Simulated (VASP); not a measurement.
# SiC (Cmcm) in VASP: single point with PBE

Aim: the single point of SiC with PBE.

Program: VASP 6.6.1. These are calculated values, not measurements. Logs are shortened: lines on timing, memory, paths and dates and some standing lists are left out, and cuts for length are marked.

## (1) The cell of the first run

It takes space group Cmcm (No. 63, orthorhombic). The conventional cell has a = 3.028 Å, b = 10.459 Å, c = 2.561 Å, α = 90.00°, β = 90.00°, γ = 90.00°. Si (site symmetry m2m) has 2 C at 1.99 Å and 2 Si at 2.56 Å within 2.6 Å. C (site symmetry m2m) has 2 C at 1.52 Å and 2 Si at 1.99 Å within 2.0 Å.

## (2) Single point, PBE

The input, INCAR:

```
SYSTEM = SiC
PREC     = Accurate       ! precision mode
ENCUT    = 520            ! plane-wave cutoff, eV
EDIFF    = 1E-6           ! SCF threshold, eV
ISMEAR   = 0              ! smearing method
SIGMA    = 0.1            ! smearing width, eV
LREAL    = .False.        ! projectors in reciprocal space
LASPH    = .True.         ! aspherical terms in the spheres
NELM     = 80             ! most SCF steps
ALGO     = Normal         ! electronic algorithm
ISIF     = 2              ! what is computed and relaxed
LWAVE    = .False.        ! write WAVECAR
LCHARG   = .False.        ! write CHGCAR
GGA      = PE             ! functional
NBANDS   = 16             ! bands
```

The input, KPOINTS:

```
regular mesh
0
Gamma
  16 16 18
  0 0 0
```

The input, POSCAR:

```
SiC
1.0
    1.5141493327     -5.2295470230      0.0000000000
    1.5141493327      5.2295470230      0.0000000000
    0.0000000000      0.0000000000      2.5609214718
Si C
2 2
Direct
    0.8379272376      0.1620727624      0.2500000000
    0.1620727624      0.8379272376      0.7500000000
    0.4611009929      0.5388990071      0.2500000000
    0.5388990071      0.4611009929      0.7500000000
```

Potentials or basis: VASP PAW PBE potentials, release 64 (Si, C).

Run with:

```console
cat potpaw_PBE.64/Si/POTCAR potpaw_PBE.64/C/POTCAR > POTCAR
mpirun -np 1 vasp_std > vasp.out
```

OUTCAR:

```text
SYSTEM = SiC
   PREC = Accurate
   ENCUT = 520
   EDIFF = 1E-6
   ISMEAR = 0
   LREAL = .False.
   LASPH = .True.
   NELM = 80
   ISIF = 2
   GGA = PE

 ion  position               nearest neighbor table
   1  0.838  0.162  0.250-   3 1.99   3 1.99   2 2.70   2 2.70   2 2.70   2 2.70
   2  0.162  0.838  0.750-   4 1.99   4 1.99   1 2.70   1 2.70   1 2.70   1 2.70
   3  0.461  0.539  0.250-   4 1.52   4 1.52   1 1.99   1 1.99
   4  0.539  0.461  0.750-   3 1.52   3 1.52   2 1.99   2 1.99

  LATTYP: Found a base centered orthorhombic cell.
 ALAT       =     3.0282986654
 B/A-ratio  =     3.4537855085
 C/A-ratio  =     0.8456634417

  Lattice vectors:

 A1 = (   1.5141493327,  -5.2295470230,   0.0000000000)
 A2 = (   1.5141493327,   5.2295470230,   0.0000000000)
 A3 = (   0.0000000000,   0.0000000000,   2.5609214718)

Analysis of symmetry for initial positions (statically):
=====================================================================
 Subroutine PRICEL returns:
 Original cell was already a primitive cell.

 Routine SETGRP: Setting up the symmetry group for a
 base centered orthorhombic supercell.

 Subroutine GETGRP returns: Found  8 space group operations
 (whereof  4 operations were pure point group operations)
 out of a pool of  8 trial point group operations.

The static configuration has the point symmetry C_2h.
 The point group associated with its full space group is D_2h.

Analysis of symmetry for dynamics (positions and initial velocities):
=====================================================================
 Subroutine PRICEL returns:
 Original cell was already a primitive cell.

 Routine SETGRP: Setting up the symmetry group for a
 base centered orthorhombic supercell.

 Subroutine GETGRP returns: Found  8 space group operations
 (whereof  4 operations were pure point group operations)
 out of a pool of  8 trial point group operations.

The dynamic configuration has the point symmetry C_2h.
 The point group associated with its full space group is D_2h.

 Subroutine INISYM returns: Found  8 space group operations
 (whereof  4 operations are pure point group operations),
 and found     1 'primitive' translations

----------------------------------------------------------------------------------------

                                     Primitive cell

  volume of cell :      40.5564

  direct lattice vectors                    reciprocal lattice vectors
     1.514149333 -5.229547023  0.000000000     0.330218420 -0.095610575  0.000000000
     1.514149333  5.229547023  0.000000000     0.330218420  0.095610575  0.000000000
     0.000000000  0.000000000  2.560921472     0.000000000  0.000000000  0.390484445

  length of vectors
     5.444337450  5.444337450  2.560921472     0.343781307  0.343781307  0.390484445

  position of ions in fractional coordinates (direct lattice)
     0.837927238  0.162072762  0.250000000
     0.162072762  0.837927238  0.750000000
     0.461100993  0.538899007  0.250000000
     0.538899007  0.461100993  0.750000000

  ion indices of the primitive-cell ions
   primitive index   ion index
                 1           1
                 2           2
                 3           3
                 4           4

----------------------------------------------------------------------------------------

 KPOINTS: regular mesh

Automatic generation of k-mesh.
 Grid dimensions read from file:
 generate k-points for:   16   16   18

 Generating k-lattice:

  Cartesian coordinates                     Fractional coordinates (reciprocal lattice)
     0.020638651 -0.005975661  0.000000000     0.062500000 -0.000000000  0.000000000
     0.020638651  0.005975661  0.000000000    -0.000000000  0.062500000  0.000000000
     0.000000000  0.000000000  0.021693580     0.000000000  0.000000000  0.055555556

  Length of vectors
     0.021486332  0.021486332  0.021693580

  Shift w.r.t. Gamma in fractional coordinates (k-lattice)
     0.000000000  0.000000000  0.000000000

 Subroutine IBZKPT returns following result:
 ===========================================

 Found    730 irreducible k-points:

 Following reciprocal coordinates:
            Coordinates               Weight
  0.000000  0.000000  0.000000      1.000000
  0.062500  0.000000  0.000000      4.000000
  0.125000  0.000000  0.000000      4.000000
  0.187500  0.000000  0.000000      4.000000
  0.250000  0.000000  0.000000      4.000000
  0.312500  0.000000  0.000000      4.000000
[... 16 lines left out ...]
 -0.125000  0.062500  0.000000      4.000000
 -0.062500  0.062500  0.000000      2.000000
 [... further k-points ...]
   k-points           NKPTS =    730   k-points in BZ     NKDIM =    730   number of bands    NBANDS=     16
   number of dos      NEDOS =    301   number of ions     NIONS =      4
   total plane-waves  NPLWV =  32000
   dimension x,y,z NGX =    40 NGY =   40 NGZ =   20
   dimension x,y,z NGXF=    80 NGYF=   80 NGZF=   40
   ions per type =               2   2
   NGX,Y,Z   is equivalent  to a cutoff of  12.21, 12.21, 12.98 a.u.
   NGXF,Y,Z  is equivalent  to a cutoff of  24.43, 24.43, 25.97 a.u.
 SYSTEM =  SiC
   PREC   = accura    normal or accurate (medium, high low for compatibility)
   ISTART =      0    job   : 0-new  1-cont  2-samecut
   ICHARG =      2    charge: 1-file 2-atom 10-const
   ISPIN  =      1    spin polarized calculation?
   LNONCOLLINEAR =      F non collinear calculations
   LSORBIT =      F    spin-orbit coupling
   LASPH  =      T    aspherical Exc in radial PAW
   ENCUT  =  520.0 eV  38.22 Ry    6.18 a.u.  10.12 10.12  4.76*2*pi/ulx,y,z
   NELM   =     80;   NELMIN=  2; NELMDL= -5     # of ELM steps
   EDIFF  = 0.1E-05   stopping-criterion for ELM
   LREAL  =      F    real-space projection
   EDIFFG = 0.1E-04   stopping-criterion for IOM
   NSW    =      0    number of steps for IOM
   IBRION =     -1    ionic relax: 0-MD 1-quasi-New 2-CG
   NFREE  =      0    steps in history (QN), initial steepest desc. (CG)
   ISIF   =      2    stress and relaxation
   ISYM   =      2    0-nonsym 1-usesym 2-fastsym
   POTIM  = 0.5000    time-step for ionic-motion
   TEBEG  =    0.0;   TEEND  =   0.0 temperature during run
   PSTRESS=    0.0 pullay stress
   NELECT =      16.0000    total number of electrons
   NUPDOWN=      -1.0000    fix difference up-down
   EMIN   =  10.00;   EMAX   =-10.00  energy-range for DOS
   EFERMI =   0.00;   METHOD = LEGACY
   ISMEAR =     0;   SIGMA  =   0.10  broadening in eV -4-tet -1-fermi 0-gaus
   EFERMI_NEDOS =   21; number of points for ismear=-14 and -15
   IALGO  =     38    algorithm
   IMIX   =      4    mixing-type and parameters
     AMIX     =   0.40;   BMIX     =  1.00
     AMIX_MAG =   1.60;   BMIX_MAG =  1.00
  volume/ion in A,a.u.               =      10.14        68.42
  Fermi-wavevector in a.u.,A,eV,Ry     =   1.200683  2.268962 19.614709  1.441640
  Thomas-Fermi vector in A             =   2.336513
   LORBIT       =      0    0 simple, 1 ext, 2 COOP (PROOUT), +10 PAW based schemes
   GGA     = PE    functional components
   LHFCALC =     F    Hartree Fock is set to
   AEXX    =    0.0000 exact exchange contribution
   IVDW    =     0    specifies the selected vdW correction
   LEPSILON=     F    determine dielectric tensor
   LRPA    =     F    only Hartree local field effects (RPA)
 non-spin polarized calculation
 Gauss-broadening in eV      SIGMA  =   0.10
  energy-cutoff  :      520.00
  volume of cell :       40.56
 maximum number of plane-waves:      1120
   NGX = 21   NGY = 21   NGZ =  9

 number of electron      15.9999999 magnetization

 Free energy of the ion-electron system (eV)
  ---------------------------------------------------
  ext. energy  EPLUGINS =         0.00000000
  ---------------------------------------------------
  free energy    TOTEN  =       -27.40568378 eV

  energy without entropy =      -27.40147164  energy(sigma->0) =      -27.40357771

 E-fermi :   9.8439     XC(G=0): -11.6885

 val. band max:        9.8426884989   @ k =  -0.1250   0.1250   0.1667
 cond. band min:       9.8456633453   @ k =  -0.3125   0.3125   0.3889
 fundamental gap:      0.0029748464
 Fermi energy:         9.8439049725

 k-point     1 :       0.0000    0.0000    0.0000
  band No.  band energies     occupation
      1      -8.1133      2.00000
      2      -1.9951      2.00000
      3      -1.8757      2.00000
      4       4.8511      2.00000
      5       5.5940      2.00000
      6       8.0770      2.00000
[... 8 lines left out ...]
     15      18.3802      0.00000
     16      18.3883      0.00000

 k-point     2 :       0.0625    0.0000    0.0000
  band No.  band energies     occupation
      1      -8.0690      2.00000
      2      -2.1495      2.00000
      3      -1.6164      2.00000
      4       4.5180      2.00000
      5       5.6058      2.00000
      6       8.1013      2.00000
[... 8 lines left out ...]
     15      18.1651      0.00000
     16      18.6832      0.00000

 k-point     3 :       0.1250    0.0000    0.0000
  band No.  band energies     occupation
      1      -7.9385      2.00000
      2      -2.2434      2.00000
      3      -1.2157      2.00000
      4       3.7511      2.00000
      5       5.6397      2.00000
      6       6.8598      2.00000
[... 8 lines left out ...]
     15      18.0355      0.00000
     16      19.3843      0.00000

 k-point     4 :       0.1875    0.0000    0.0000
  band No.  band energies     occupation
      1      -7.7293      2.00000
      2      -2.2292      2.00000
      3      -0.7538      2.00000
      4       2.8732      2.00000
      5       5.5543      2.00000
      6       5.6912      2.00000
[... 8 lines left out ...]
     15      18.5369      0.00000
     16      20.2479      0.00000
[... 324 lines left out ...]
 k-point    22 :      -0.1875    0.0625    0.0000
  band No.  band energies     occupation
      1      -7.9163      2.00000
      2      -2.6839      2.00000
      3      -0.6608      2.00000
      4       3.7171      2.00000
      5       5.6410      2.00000
      6       6.9194      2.00000
[... 8 lines left out ...]
     15      18.5578      0.00000
     16      19.2879      0.00000

 k-point    23 :      -0.1250    0.0625    0.0000
  band No.  band energies     occupation
      1      -8.0534      2.00000
      2      -2.6184      2.00000
      3      -1.0672      2.00000
      4       4.5013      2.00000
      5       5.6067      2.00000
      6       7.7236      2.00000
[... 8 lines left out ...]
     15      18.4851      0.00000
     16      18.5353      0.00000

 k-point    24 :      -0.0625    0.0625    0.0000
  band No.  band energies     occupation
      1      -8.1053      2.00000
      2      -2.4374      2.00000
      3      -1.3928      2.00000
      4       4.8460      2.00000
      5       5.5945      2.00000
      6       7.8698      2.00000
[... 8 lines left out ...]
     15      18.2754      0.00000
     16      18.5232      0.00000

 [... further k-points ...]

------------------------ aborting loop because EDIFF is reached ----------------------------------------

  FORCE on cell =-STRESS in cart. coord.  units (eV):
  Direction    XX          YY          ZZ          XY          YZ          ZX
  --------------------------------------------------------------------------------------
  -------------------------------------------------------------------------------------
  Total        0.0058384      0.0194564      0.0402336      0.0000000      0.0000000      0.0000000
  in kB        0.2306474      0.7686240      1.5894273      0.0000000      0.0000000      0.0000000
  external PRESSURE =       0.8628996 kB  Pullay stress =       0.0000000 kB

 VOLUME and BASIS-vectors are now :
 -----------------------------------------------------------------------------
  energy-cutoff  :      520.00
  volume of cell :       40.56
      direct lattice vectors                 reciprocal lattice vectors
     1.514149333 -5.229547023  0.000000000     0.330218420 -0.095610575  0.000000000
     1.514149333  5.229547023  0.000000000     0.330218420  0.095610575  0.000000000
     0.000000000  0.000000000  2.560921472     0.000000000  0.000000000  0.390484445

 POSITION                                       TOTAL-FORCE (eV/Angst)
 -----------------------------------------------------------------------------------
      1.51415     -3.53441      0.64023         0.000000      0.007012      0.000000
      1.51415      3.53441      1.92069         0.000000     -0.007012     -0.000000
      1.51415      0.40685      0.64023         0.000000      0.023927      0.000000
      1.51415     -0.40685      1.92069         0.000000     -0.023927     -0.000000
 -----------------------------------------------------------------------------------
    total drift:                               -0.000000      0.000000      0.000000

  FREE ENERGIE OF THE ION-ELECTRON SYSTEM (eV)
  ---------------------------------------------------
  free  energy   TOTEN  =       -27.4056837837 eV

  energy  without entropy=      -27.4014716423  energy(sigma->0) =      -27.40357771
```

Wall time 9.3 min (1 thread of Intel Xeon 8259CL, shared host); peak memory 0.49 GiB.

Results:

```yaml
Free_energy: -27.4057 eV
Pressure: 0.1 GPa
Largest_force: 0.024 eV/Å
Band_gap_on_the_k_mesh: zero (bands 8 and 9 overlap by 4.30 eV)
```

Forces in eV/Å, atoms in the order of the input:
```
Si   0.000  0.007  0.000
Si   0.000 -0.007  0.000
C    0.000  0.024  0.000
C    0.000 -0.024  0.000
```

Stress tensor (GPa, compression positive):
```
0.02 0.00 0.00
0.00 0.08 0.00
0.00 0.00 0.16
```
